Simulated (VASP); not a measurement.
A run of VASP 6.6.1 is set up as follows.

The input INCAR:

```
SYSTEM = Sb2Se3
PREC = Accurate
ENCUT = 520
EDIFF = 1E-6
ISMEAR = -1
SIGMA = 0.02
LREAL = Auto
LASPH = .True.
NELM = 100
ALGO = Normal
ISIF = 2
LWAVE = .False.
LCHARG = .False.
GGA = PE
IVDW = 12
NBANDS = 72
```

Contents of KPOINTS:

```
Automatic mesh
0
Gamma
  2 6 2
  0 0 0
```

Contents of POSCAR:

```
Sb2Se3
1.0
   11.6977341704      0.0000000000      0.0000000000
    0.0000000000      3.9890407192      0.0000000000
    0.0000000000      0.0000000000     11.3383776396
Sb Se
8 12
Direct
    0.1510637756      0.7500000000      0.0400465513
    0.8489362244      0.2500000000      0.9599534487
    0.3489362244      0.2500000000      0.5400465513
    0.6510637756      0.7500000000      0.4599534487
    0.0199862471      0.2500000000      0.3294373214
    0.9800137529      0.7500000000      0.6705626786
    0.4800137529      0.7500000000      0.8294373214
    0.5199862471      0.2500000000      0.1705626786
    0.9445457796      0.7500000000      0.1329702078
    0.0554542204      0.2500000000      0.8670297922
    0.5554542204      0.2500000000      0.6329702078
    0.4445457796      0.7500000000      0.3670297922
    0.2160225730      0.2500000000      0.1987771537
    0.7839774270      0.7500000000      0.8012228463
    0.2839774270      0.7500000000      0.6987771537
    0.7160225730      0.2500000000      0.3012228463
    0.6289877248      0.7500000000      0.0531171577
    0.3710122752      0.2500000000      0.9468828423
    0.8710122752      0.2500000000      0.5531171577
    0.1289877248      0.7500000000      0.4468828423
```

Potentials or basis: VASP PAW PBE potentials, release 64 (Sb, Se).

Launch:

```console
$ cat potpaw_PBE.64/Sb/POTCAR potpaw_PBE.64/Se/POTCAR > POTCAR
$ mpirun -np 1 vasp_std > vasp.out
```

**Question.** What does it give for the pressure?

**Answer.** 0.0 GPa.

**Question.** Estimate the largest force.

**Answer.** 0.029 eV/Å.

**Question.** Predict the dispersion energy per atom.

**Answer.** -0.406 eV.

**Question.** Estimate the band gap on the k mesh.

**Answer.** 0.96 eV (least direct gap 1.03 eV).

Forces on the atoms (eV/Å):
```
Sb   0.018  0.000 -0.023
Sb  -0.018  0.000  0.023
Sb  -0.018  0.000 -0.023
Sb   0.018  0.000  0.023
Sb  -0.023  0.000 -0.013
Sb   0.023  0.000  0.013
Sb   0.023  0.000 -0.013
Sb  -0.023  0.000  0.013
Se  -0.017  0.000  0.014
Se   0.017  0.000 -0.014
Se   0.017  0.000  0.014
Se  -0.017  0.000 -0.014
Se   0.009  0.000  0.007
Se  -0.009  0.000 -0.007
Se  -0.009  0.000  0.007
Se   0.009  0.000 -0.007
Se   0.017  0.000 -0.016
Se  -0.017  0.000  0.016
Se  -0.017  0.000 -0.016
Se   0.017  0.000  0.016
```

Caveat: spin-orbit coupling is left out, which moves the levels of the heavy elements. A k mesh can miss the band edges.
